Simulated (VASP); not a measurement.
# SnO2 (Fm-3m) in VASP: a series of runs

Aim: see how the results for SnO2 move with the level of theory and the settings. Levels: LDA, PBEsol. Tasks: single point.

All numbers are computed with VASP 6.6.1; they aren't measurements. Logs are shortened: lines on timing, memory, paths and dates and some standing lists are left out, and cuts for length are marked.

### 1 The cell of the first run

It takes space group Fm-3m (No. 225, cubic). Conventional cell: a = 5.043 Å, b = 5.043 Å, c = 5.043 Å, α = 90.00°, β = 90.00°, γ = 90.00°. Within 2.9 Å of Sn (site symmetry m-3m) lie 8 O at 2.18 Å. O (site symmetry -43m) has 4 Sn at 2.18 Å and 6 O at 2.52 Å within 2.9 Å.

### 2 Single point, LDA (volume scaled by 0.94)

File INCAR:

```
PREC = Accurate
ENCUT = 520
EDIFF = 1E-6
ISMEAR = -1
SIGMA = 0.05
LREAL = False
LASPH = True
NELM = 100
ALGO = Normal
ISIF = 2
LWAVE = False
LCHARG = False
NBANDS = 20
```

File KPOINTS:

```
Automatic mesh
0
Gamma
  9 9 9
```

File POSCAR:

```
SnO2
1.0
    0.0000000000      2.5216015818      2.5216015818
    2.5216015818      0.0000000000      2.5216015818
    2.5216015818      2.5216015818      0.0000000000
Sn O
1 2
Direct
    0.0000000000      0.0000000000      0.0000000000
    0.7500000000      0.7500000000      0.7500000000
    0.2500000000      0.2500000000      0.2500000000
```

Potentials or basis: VASP PAW LDA potentials, release 64 (Sn_d, O).

The run is started by

```bash
> cat potpaw_LDA.64/Sn_d/POTCAR potpaw_LDA.64/O/POTCAR > POTCAR
> mpirun -np 1 vasp_std > vasp.out
```

OUTCAR:

```text
PREC = Accurate
   ENCUT = 520
   EDIFF = 1E-6
   ISMEAR = -1
   LREAL = False
   LASPH = True
   NELM = 100
   ISIF = 2

 ion  position               nearest neighbor table
   1  0.000  0.000  0.000-   2 2.18   2 2.18   2 2.18   2 2.18   3 2.18   3 2.18   3 2.18   3 2.18

   2  0.750  0.750  0.750-   1 2.18   1 2.18   1 2.18   1 2.18
   3  0.250  0.250  0.250-   1 2.18   1 2.18   1 2.18   1 2.18

  LATTYP: Found a face centered cubic cell.
 ALAT       =     5.0432031636

  Lattice vectors:

 A1 = (   0.0000000000,   2.5216015818,   2.5216015818)
 A2 = (   2.5216015818,   0.0000000000,   2.5216015818)
 A3 = (   2.5216015818,   2.5216015818,   0.0000000000)

Analysis of symmetry for initial positions (statically):
=====================================================================
 Subroutine PRICEL returns:
 Original cell was already a primitive cell.

 Routine SETGRP: Setting up the symmetry group for a
 face centered cubic supercell.

 Subroutine GETGRP returns: Found 48 space group operations
 (whereof 48 operations were pure point group operations)
 out of a pool of 48 trial point group operations.

The static configuration has the point symmetry O_h .

Analysis of symmetry for dynamics (positions and initial velocities):
=====================================================================
 Subroutine PRICEL returns:
 Original cell was already a primitive cell.

 Routine SETGRP: Setting up the symmetry group for a
 face centered cubic supercell.

 Subroutine GETGRP returns: Found 48 space group operations
 (whereof 48 operations were pure point group operations)
 out of a pool of 48 trial point group operations.

The dynamic configuration has the point symmetry O_h .

 Subroutine INISYM returns: Found 48 space group operations
 (whereof 48 operations are pure point group operations),
 and found     1 'primitive' translations

----------------------------------------------------------------------------------------

                                     Primitive cell

  volume of cell :      32.0671

  direct lattice vectors                    reciprocal lattice vectors
     0.000000000  2.521601582  2.521601582    -0.198286678  0.198286678  0.198286678
     2.521601582  0.000000000  2.521601582     0.198286678 -0.198286678  0.198286678
     2.521601582  2.521601582  0.000000000     0.198286678  0.198286678 -0.198286678

  length of vectors
     3.566083156  3.566083156  3.566083156     0.343442600  0.343442600  0.343442600

  position of ions in fractional coordinates (direct lattice)
     0.000000000  0.000000000  0.000000000
     0.750000000  0.750000000  0.750000000
     0.250000000  0.250000000  0.250000000

  ion indices of the primitive-cell ions
   primitive index   ion index
                 1           1
                 2           2
                 3           3

----------------------------------------------------------------------------------------

 KPOINTS: Automatic mesh

Automatic generation of k-mesh.
 Grid dimensions read from file:
 generate k-points for:    9    9    9

 Generating k-lattice:

  Cartesian coordinates                     Fractional coordinates (reciprocal lattice)
    -0.022031853  0.022031853  0.022031853     0.111111111  0.000000000  0.000000000
     0.022031853 -0.022031853  0.022031853     0.000000000  0.111111111  0.000000000
     0.022031853  0.022031853 -0.022031853     0.000000000  0.000000000  0.111111111

  Length of vectors
     0.038160289  0.038160289  0.038160289

  Shift w.r.t. Gamma in fractional coordinates (k-lattice)
     0.000000000  0.000000000  0.000000000

 Subroutine IBZKPT returns following result:
 ===========================================

 Found     35 irreducible k-points:

 Following reciprocal coordinates:
            Coordinates               Weight
  0.000000  0.000000  0.000000      1.000000
  0.111111  0.000000  0.000000      8.000000
  0.222222  0.000000  0.000000      8.000000
  0.333333  0.000000  0.000000      8.000000
  0.444444  0.000000  0.000000      8.000000
  0.111111  0.111111  0.000000      6.000000
[... 16 lines left out ...]
 -0.333333  0.333333  0.000000     12.000000
  0.444444  0.444444  0.000000      6.000000
 [... further k-points ...]
   k-points           NKPTS =     35   k-points in BZ     NKDIM =     35   number of bands    NBANDS=     20
   number of dos      NEDOS =    301   number of ions     NIONS =      3
   total plane-waves  NPLWV =  21952
   dimension x,y,z NGX =    28 NGY =   28 NGZ =   28
   dimension x,y,z NGXF=    56 NGYF=   56 NGZF=   56
   ions per type =               1   2
   NGX,Y,Z   is equivalent  to a cutoff of  13.05, 13.05, 13.05 a.u.
   NGXF,Y,Z  is equivalent  to a cutoff of  26.11, 26.11, 26.11 a.u.
 SYSTEM =  unknown system
   PREC   = accura    normal or accurate (medium, high low for compatibility)
   ISTART =      0    job   : 0-new  1-cont  2-samecut
   ICHARG =      2    charge: 1-file 2-atom 10-const
   ISPIN  =      1    spin polarized calculation?
   LNONCOLLINEAR =      F non collinear calculations
   LSORBIT =      F    spin-orbit coupling
   LASPH  =      T    aspherical Exc in radial PAW
   ENCUT  =  520.0 eV  38.22 Ry    6.18 a.u.   6.63  6.63  6.63*2*pi/ulx,y,z
   NELM   =    100;   NELMIN=  2; NELMDL= -5     # of ELM steps
   EDIFF  = 0.1E-05   stopping-criterion for ELM
   LREAL  =      F    real-space projection
   EDIFFG = 0.1E-04   stopping-criterion for IOM
   NSW    =      0    number of steps for IOM
   IBRION =     -1    ionic relax: 0-MD 1-quasi-New 2-CG
   NFREE  =      0    steps in history (QN), initial steepest desc. (CG)
   ISIF   =      2    stress and relaxation
   ISYM   =      2    0-nonsym 1-usesym 2-fastsym
   POTIM  = 0.5000    time-step for ionic-motion
   TEBEG  =    0.0;   TEEND  =   0.0 temperature during run
   PSTRESS=    0.0 pullay stress
   NELECT =      26.0000    total number of electrons
   NUPDOWN=      -1.0000    fix difference up-down
   EMIN   =  10.00;   EMAX   =-10.00  energy-range for DOS
   EFERMI =   0.00;   METHOD = LEGACY
   ISMEAR =    -1;   SIGMA  =   0.05  broadening in eV -4-tet -1-fermi 0-gaus
   EFERMI_NEDOS =   21; number of points for ismear=-14 and -15
   IALGO  =     38    algorithm
   IMIX   =      4    mixing-type and parameters
     AMIX     =   0.40;   BMIX     =  1.00
     AMIX_MAG =   1.60;   BMIX_MAG =  1.00
  volume/ion in A,a.u.               =      10.69        72.13
  Fermi-wavevector in a.u.,A,eV,Ry     =   1.526556  2.884773 31.706663  2.330374
  Thomas-Fermi vector in A             =   2.634573
   LORBIT       =      0    0 simple, 1 ext, 2 COOP (PROOUT), +10 PAW based schemes
   GGA     = CA    functional components
   LHFCALC =     F    Hartree Fock is set to
   AEXX    =    0.0000 exact exchange contribution
   IVDW    =     0    specifies the selected vdW correction
   LEPSILON=     F    determine dielectric tensor
   LRPA    =     F    only Hartree local field effects (RPA)
 non-spin polarized calculation
  energy-cutoff  :      520.00
  volume of cell :       32.07
 maximum number of plane-waves:       889
   NGX = 13   NGY = 13   NGZ = 13

 number of electron      25.9999995 magnetization

 Free energy of the ion-electron system (eV)
  ---------------------------------------------------
  ext. energy  EPLUGINS =         0.00000000
  ---------------------------------------------------
  free energy    TOTEN  =       -20.50913383 eV

  energy without entropy =      -20.50899947  energy(sigma->0) =      -20.50906665

 E-fermi :   8.1942     XC(G=0): -12.5148

 val. band max:        7.8674916149   @ k =  -0.3333   0.4444   0.2222
 cond. band min:       8.3124961460   @ k =   0.0000   0.0000   0.0000
 fundamental gap:      0.4450045310
 Fermi energy:         8.1942011996

 k-point     1 :       0.0000    0.0000    0.0000
  band No.  band energies     occupation
      1     -12.4933      2.00000
      2     -12.4933      2.00000
      3     -12.4933      2.00000
      4     -12.3084      2.00000
      5     -12.3084      2.00000
      6     -11.7244      2.00000
[... 12 lines left out ...]
     19      23.1432      0.00000
     20      23.1432      0.00000

 k-point     2 :       0.1111    0.0000    0.0000
  band No.  band energies     occupation
      1     -12.5492      2.00000
      2     -12.4821      2.00000
      3     -12.4821      2.00000
      4     -12.3090      2.00000
      5     -12.3090      2.00000
      6     -11.5848      2.00000
[... 12 lines left out ...]
     19      23.1808      0.00000
     20      23.1808      0.00000

 k-point     3 :       0.2222    0.0000    0.0000
  band No.  band energies     occupation
      1     -12.7080      2.00000
      2     -12.4582      2.00000
      3     -12.4582      2.00000
      4     -12.3055      2.00000
      5     -12.3055      2.00000
      6     -11.1418      2.00000
[... 12 lines left out ...]
     19      23.2738      0.00000
     20      23.7051      0.00000

 k-point     4 :       0.3333    0.0000    0.0000
  band No.  band energies     occupation
      1     -12.8890      2.00000
      2     -12.4416      2.00000
      3     -12.4416      2.00000
      4     -12.2904      2.00000
      5     -12.2904      2.00000
      6     -10.4342      2.00000
[... 12 lines left out ...]
     19      23.3221      0.00000
     20      24.0976      0.00000

 k-point     5 :       0.4444    0.0000    0.0000
  band No.  band energies     occupation
      1     -13.0026      2.00000
      2     -12.4373      2.00000
      3     -12.4373      2.00000
      4     -12.2737      2.00000
      5     -12.2737      2.00000
      6      -9.6264      2.00000
[... 12 lines left out ...]
     19      23.2276      0.00000
     20      23.6103      0.00000
[... 353 lines left out ...]
      6      -9.9386      2.00000
[... 12 lines left out ...]
     19      24.7188      0.00000
     20      26.6968      0.00000

 k-point    22 :      -0.4444    0.3333    0.0000
  band No.  band energies     occupation
      1     -12.9805      2.00000
      2     -12.5289      2.00000
      3     -12.3705      2.00000
      4     -12.3314      2.00000
      5     -12.2735      2.00000
      6      -9.3219      2.00000
[... 12 lines left out ...]
     19      24.7464      0.00000
     20      26.0708      0.00000

 k-point    23 :      -0.3333    0.3333    0.0000
  band No.  band energies     occupation
      1     -12.8662      2.00000
      2     -12.6776      2.00000
      3     -12.3486      2.00000
      4     -12.3448      2.00000
      5     -12.2963      2.00000
      6      -8.7255      2.00000
[... 12 lines left out ...]
     19      23.8666      0.00000
     20      26.8895      0.00000

 k-point    24 :       0.4444    0.4444    0.0000
  band No.  band energies     occupation
      1     -13.0918      2.00000
      2     -12.3949      2.00000
      3     -12.3079      2.00000
      4     -12.3079      2.00000
      5     -12.2584      2.00000
      6      -9.8728      2.00000
[... 12 lines left out ...]
     19      24.8959      0.00000
     20      25.9693      0.00000

 [... further k-points ...]

------------------------ aborting loop because EDIFF is reached ----------------------------------------

  FORCE on cell =-STRESS in cart. coord.  units (eV):
  Direction    XX          YY          ZZ          XY          YZ          ZX
  --------------------------------------------------------------------------------------
  -------------------------------------------------------------------------------------
  Total        0.0985560      0.0985560      0.0985560      0.0000000      0.0000000      0.0000000
  in kB        4.9241827      4.9241827      4.9241827      0.0000000      0.0000000      0.0000000
  external PRESSURE =       4.9241827 kB  Pullay stress =       0.0000000 kB

 VOLUME and BASIS-vectors are now :
 -----------------------------------------------------------------------------
  energy-cutoff  :      520.00
  volume of cell :       32.07
      direct lattice vectors                 reciprocal lattice vectors
     0.000000000  2.521601582  2.521601582    -0.198286678  0.198286678  0.198286678
     2.521601582  0.000000000  2.521601582     0.198286678 -0.198286678  0.198286678
     2.521601582  2.521601582  0.000000000     0.198286678  0.198286678 -0.198286678

 POSITION                                       TOTAL-FORCE (eV/Angst)
 -----------------------------------------------------------------------------------
      0.00000      0.00000      0.00000         0.000000      0.000000      0.000000
      3.78240      3.78240      3.78240         0.000000      0.000000      0.000000
      1.26080      1.26080      1.26080        -0.000000     -0.000000     -0.000000
 -----------------------------------------------------------------------------------
    total drift:                               -0.000000     -0.000000      0.000000

  FREE ENERGIE OF THE ION-ELECTRON SYSTEM (eV)
  ---------------------------------------------------
  free  energy   TOTEN  =       -20.5091338330 eV

  energy  without entropy=      -20.5089994655  energy(sigma->0) =      -20.50906665
```

Wall time 29 s (1 thread of Intel Xeon Platinum 8488C (Sapphire Rapids), shared host); peak memory 0.15 GiB.

What came out:

- Free energy: -20.5091 eV
- Pressure: 0.5 GPa
- Band gap on the k mesh: 0.45 eV, indirect (least direct gap 1.81 eV)

Levels at points of the mesh, in eV from the valence-band top:
| k point | band 9 | band 10 | band 11 | band 12 | band 13 | band 14 | band 15 | band 16 | band 17 | band 18 |
| --- | --- | --- | --- | --- | --- | --- | --- | --- | --- | --- |
| (0.00, 0.00, 0.00) | -2.90 | -2.90 | -1.37 | -1.37 | -1.37 | 0.45 | 6.98 | 6.98 | 6.98 | 13.25 |

Caveat: spin-orbit coupling is left out, which moves the levels of the heavy elements. A k mesh can miss the band edges.

### 3 Single point, PBEsol (volume scaled by 0.94)

File INCAR:

```
SYSTEM = SnO2
PREC = Accurate
ENCUT = 520
EDIFF = 1E-6
ISMEAR = -1
SIGMA = 0.05
LREAL = .FALSE.
LASPH = .TRUE.
NELM = 100
ALGO = Normal
ISIF = 2
LWAVE = .FALSE.
LCHARG = .FALSE.
GGA = PS
NBANDS = 20
```

File KPOINTS:

```
regular mesh
0
G
  9 9 9
  0 0 0
```

POSCAR is that of step 2.

Potentials or basis: VASP PAW PBE potentials, release 64 (Sn_d, O).

The run is started by

```bash
> cat potpaw_PBE.64/Sn_d/POTCAR potpaw_PBE.64/O/POTCAR > POTCAR
> mpirun -np 1 vasp_std > vasp.out
```

OUTCAR:

```text
SYSTEM = SnO2
   PREC = Accurate
   ENCUT = 520
   EDIFF = 1E-6
   ISMEAR = -1
   LREAL = .FALSE.
   LASPH = .TRUE.
   NELM = 100
   ISIF = 2
   GGA = PS

 ion  position               nearest neighbor table
   1  0.000  0.000  0.000-   2 2.18   2 2.18   2 2.18   2 2.18   3 2.18   3 2.18   3 2.18   3 2.18

   2  0.750  0.750  0.750-   1 2.18   1 2.18   1 2.18   1 2.18
   3  0.250  0.250  0.250-   1 2.18   1 2.18   1 2.18   1 2.18

  LATTYP: Found a face centered cubic cell.
 ALAT       =     5.0432031636

  Lattice vectors:

[... 741 lines left out ...]

  FORCE on cell =-STRESS in cart. coord.  units (eV):
  Direction    XX          YY          ZZ          XY          YZ          ZX
  --------------------------------------------------------------------------------------
  -------------------------------------------------------------------------------------
  Total        1.2100008      1.2100008      1.2100008     -0.0000000     -0.0000000      0.0000000
  in kB       60.4556431     60.4556431     60.4556431     -0.0000000     -0.0000000      0.0000000
  external PRESSURE =      60.4556431 kB  Pullay stress =       0.0000000 kB

 VOLUME and BASIS-vectors are now :
 -----------------------------------------------------------------------------
  energy-cutoff  :      520.00
  volume of cell :       32.07
      direct lattice vectors                 reciprocal lattice vectors
     0.000000000  2.521601582  2.521601582    -0.198286678  0.198286678  0.198286678
     2.521601582  0.000000000  2.521601582     0.198286678 -0.198286678  0.198286678
     2.521601582  2.521601582  0.000000000     0.198286678  0.198286678 -0.198286678

 POSITION                                       TOTAL-FORCE (eV/Angst)
 -----------------------------------------------------------------------------------
      0.00000      0.00000      0.00000        -0.000000      0.000000      0.000000
      3.78240      3.78240      3.78240         0.000000     -0.000000     -0.000000
      1.26080      1.26080      1.26080         0.000000     -0.000000      0.000000
 -----------------------------------------------------------------------------------
    total drift:                                0.000000     -0.000000      0.000000

  FREE ENERGIE OF THE ION-ELECTRON SYSTEM (eV)
  ---------------------------------------------------
  free  energy   TOTEN  =       -19.1573753010 eV

  energy  without entropy=      -19.1572231819  energy(sigma->0) =      -19.15729924
```

Run time: 34 s. Hardware: 1 thread of Intel Xeon Platinum 8488C (Sapphire Rapids), shared host; peak memory 0.16 GiB.

Results:

```
Free energy            : -19.1574 eV
Pressure               : 6.0 GPa
Band gap on the k mesh : 0.43 eV, indirect (least direct gap 1.79 eV)
```

Caveat: the PAW data sets were made with another functional, which shifts forces and pressure a little; spin-orbit coupling is left out, which moves the levels of the heavy elements.

### 4 Single point, LDA (volume scaled by 0.96)

File INCAR:

```
SYSTEM = SnO2
PREC = Accurate
ENCUT = 520
EDIFF = 1E-7
ISMEAR = -1
SIGMA = 0.05
LREAL = .FALSE.
LASPH = .TRUE.
NELM = 100
ALGO = Normal
ISIF = 2
LWAVE = .FALSE.
LCHARG = .TRUE.
GGA = CA
LELF = .TRUE.
LVHAR = .TRUE.
NBANDS = 20
```

KPOINTS is that of step 3.

File POSCAR:

```
SnO2
1.0
    0.0000000000      2.5393599245      2.5393599245
    2.5393599245      0.0000000000      2.5393599245
    2.5393599245      2.5393599245      0.0000000000
Sn O
1 2
Direct
    0.0000000000      0.0000000000      0.0000000000
    0.7500000000      0.7500000000      0.7500000000
    0.2500000000      0.2500000000      0.2500000000
```

Potentials or basis: VASP PAW LDA potentials, release 64 (Sn_d, O).

The run is started by

```bash
> cat potpaw_LDA.64/Sn_d/POTCAR potpaw_LDA.64/O/POTCAR > POTCAR
> mpirun -np 1 vasp_std > vasp.out
```

It took 37 s on 1 thread of Intel Xeon Platinum 8488C (Sapphire Rapids), shared host; peak memory 0.15 GiB.

Results (log left out):

| Quantity | Value |
| --- | --- |
| Free energy | -20.5028 eV |
| Pressure | -4.0 GPa |

Levels at points of the mesh, in eV from the Fermi level:
| k point | band 9 | band 10 | band 11 | band 12 | band 13 | band 14 | band 15 | band 16 | band 17 | band 18 |
| --- | --- | --- | --- | --- | --- | --- | --- | --- | --- | --- |
| (0.00, 0.00, 0.00) | -3.08 | -3.08 | -1.57 | -1.57 | -1.57 | -0.01 | 6.68 | 6.68 | 6.68 | 12.88 |

Caveat: spin-orbit coupling is left out, which moves the levels of the heavy elements.

### 5 The runs side by side

```tsv
level	potentials or basis	cell	gap on the mesh (eV)	pressure (GPa)
LDA	VASP PAW LDA potentials, release 64 (Sn_d, O)	a = 3.566 Å, angles 60.0°, 3 atoms	0.45	0.5
PBEsol	VASP PAW PBE potentials, release 64 (Sn_d, O)	a = 3.566 Å, angles 60.0°, 3 atoms	0.43	6.0
LDA	VASP PAW LDA potentials, release 64 (Sn_d, O)	a = 3.591 Å, angles 60.0°, 3 atoms	-	-4.0
```

Alike in all rows: task single point; no spin polarisation; k mesh 9 × 9 × 9; cutoff (eV) 520; smearing fermi-dirac 0.05 eV.

Caveats: spin-orbit coupling is left out, which moves the levels of the heavy elements; the PAW data sets were made with another functional, which shifts forces and pressure a little (some runs).

Absolute energies hang on the potentials; compare differences alone.
